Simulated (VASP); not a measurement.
Input of a VASP 6.6.1 run:

File INCAR:

```
PREC = Accurate
ENCUT = 520
EDIFF = 1E-6
ISMEAR = -1
SIGMA = 0.03
LREAL = False
LASPH = True
NELM = 100
ALGO = Normal
ISIF = 2
LWAVE = False
LCHARG = False
GGA = PS
NBANDS = 32
```

KPOINTS

```
regular mesh
0
Gamma
  4 4 4
```

The input POSCAR:

```
Sn3Se
1.0
    4.7418790000      0.0000000000      0.0000000000
    0.0000000000      4.7418790000      0.0000000000
    0.0000000000      0.0000000000      4.7418790000
Sn Se
3 1
Direct
    0.5000000000      0.5000000000      0.0000000000
    0.5000000000      0.0000000000      0.5000000000
    0.0000000000      0.5000000000      0.5000000000
    0.0000000000      0.0000000000      0.0000000000
```

Potentials or basis: VASP PAW PBE potentials, release 64 (Sn_d, Se).

Command:

```console
$ cat potpaw_PBE.64/Sn_d/POTCAR potpaw_PBE.64/Se/POTCAR > POTCAR
$ mpirun -np 1 vasp_std > vasp.out
```

Task: Estimate the pressure.

Result: -2.7 GPa.

Task: Estimate the band gap on the k mesh.

Result: Zero (bands 24 and 25 overlap by 2.42 eV).

Caveat: the PAW data sets were made with another functional, which shifts forces and pressure a little; spin-orbit coupling is left out, which moves the levels of the heavy elements.
